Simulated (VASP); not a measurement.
Sb:

```
Sb
1.0
     3.16000    0.00000    0.00000
     0.00000    3.16000    0.00000
     0.00000    0.00000    3.16000
Sb
1
Direct
  0.00000 0.00000 0.00000
```

This isn't the form of Sb at room conditions, which is rhombohedral.

| Item | Value |
| --- | --- |
| Program | VASP 6.6.1 |
| Task | relaxation of cell and atoms |
| Functional | r2SCAN |
| Potentials or basis | VASP PAW PBE potentials, release 64 (Sb) |
| Cutoff | 600 eV |
| k mesh | 14 × 14 × 14 |
| Occupations | gaussian, width 0.1 eV |
| Spin | no spin polarisation |

At the start: pressure -3.5 GPa; volume 31.55 Å³/atom.

Q: Where does the relaxation end?

A: Over 3 steps the energy falls by 24.8 meV/atom and the volume is 29.44 Å³/atom (-6.7 %); space group Pm-3m (No. 221, to 0.1 Å) before and after.

The path:
```
step  energy change (eV)  largest force (eV/Å)  pressure (GPa)  volume (Å³)
   1              0.0000                0.0000           -3.53        31.55
   2             -0.0187                0.0000            2.11        28.48
   3             -0.0248                0.0000            0.00        29.44
```

Final structure:
```yaml
crystal:
  lattice:
    - [3.08781, 0.00000, 0.00000]
    - [0.00000, 3.08781, 0.00000]
    - [0.00000, 0.00000, 3.08781]
  atoms:
    - { symbol: Sb, position: [0.00000, 0.00000, 0.00000] }
```

Caveat: the PAW data sets were made with another functional, which shifts forces and pressure a little; an odd number of electrons without spin polarisation forces a metal; a magnetic or distorted state may lie lower.
